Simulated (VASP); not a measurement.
Wanted: the native input for a VASP 6.6.1 run.

| Property | Result |
| --- | --- |
| Task | single point |
| Functional | PBE |
| Potentials or basis | VASP PAW PBE potentials, release 64 (Ta_pv, F) |
| Cutoff | 600 eV |
| k mesh | 6 × 6 × 6 |
| Occupations | gaussian, width 0.2 eV |
| Spin | no spin polarisation |
| Dipole correction | no |
| Further INCAR settings | ALGO = Normal; EDIFF = 1e-06; NBANDS = 16 |

The structure of TaF lies in POSCAR:

```
TaF
1.0
    3.0446744924      0.0000000000      0.0000000000
    0.0000000000      3.0446744924      0.0000000000
    0.0000000000      0.0000000000      3.0446744924
Ta F
1 1
Direct
    0.0000000000      0.0000000000      0.0000000000
    0.5000000000      0.5000000000      0.5000000000
```

The cell was generated, and may not be a known phase.

These files were run (other wordings do the same):

INCAR

```
SYSTEM = TaF
  PREC = Accurate
  ENCUT = 600
  EDIFF = 1E-6
  ISMEAR = 0
  SIGMA = 0.2
  LREAL = .FALSE.
  LASPH = .TRUE.
  NELM = 120
  ALGO = Normal
  ISIF = 2
  LWAVE = .FALSE.
  LCHARG = .FALSE.
  GGA = PE
  NBANDS = 16
  GGA_COMPAT = .FALSE.
```

KPOINTS

```
regular mesh
0
G
  6 6 6
  0 0 0
```

Potentials or basis: VASP PAW PBE potentials, release 64 (Ta_pv, F).

Command:

```bash
$ cat potpaw_PBE.64/Ta_pv/POTCAR potpaw_PBE.64/F/POTCAR > POTCAR
$ mpirun -np 1 vasp_std > vasp.out
```

Results of the run:

```yaml
Pressure: -0.7 GPa
Band_gap_on_the_k_mesh: zero (bands 9 and 10 overlap by 3.96 eV)
```

Caveat: spin-orbit coupling is left out, which moves the levels of the heavy elements.

Wall time 6 s on 1 thread of Intel(R) Xeon(R) Platinum 8375C CPU @ 2.90GHz (Ice Lake), on a shared host, peak memory 0.14 GiB.
